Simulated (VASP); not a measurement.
Set up this calculation in VASP 6.6.1, as the native input.

| Quantity | Value |
| --- | --- |
| Task | single point |
| Functional | LDA |
| Potentials or basis | VASP PAW LDA potentials, release 64 (I) |
| Cutoff | 520 eV |
| k mesh | 9 × 9 × 9 |
| Occupations | fermi-dirac, width 0.05 eV |
| Spin | no spin polarisation |
| Dipole correction | no |
| Further INCAR settings | ALGO = Normal; EDIFF = 1e-06; NBANDS = 10 |

The structure of I lies in POSCAR:

```
I
1.0
    0.0000000000      2.3173093325      3.8300250810
    2.1474932061      0.0000000000      3.8300250810
    2.1474932061      2.3173093325      0.0000000000
I
1
Direct
    0.0000000000      0.0000000000      0.0000000000
```

The input as run:

INCAR

```
  ALGO = Normal
  EDIFF = 1E-6
  ENCUT = 520
  GGA = CA
  ISIF = 2
  ISMEAR = -1
  LASPH = T
  LCHARG = F
  LREAL = F
  LWAVE = F
  NBANDS = 10
  NELM = 60
  PREC = Accurate
  SIGMA = 0.05
```

KPOINTS

```
k-points
0
Gamma
  9 9 9
```

Potentials or basis: VASP PAW LDA potentials, release 64 (I).

The run is started by

```sh
$ cat potpaw_LDA.64/I/POTCAR > POTCAR
$ mpirun -np 1 vasp_std > vasp.out
```

Results of the run:

```json
{
  "Pressure": "-0.7 GPa"
}
```

Caveat: an odd number of electrons without spin polarisation forces a metal; a magnetic or distorted state may lie lower.

Run time: 12 s on 1 thread of Intel(R) Xeon(R) 6975P-C (Granite Rapids) (shared host), peak memory 0.18 GiB.
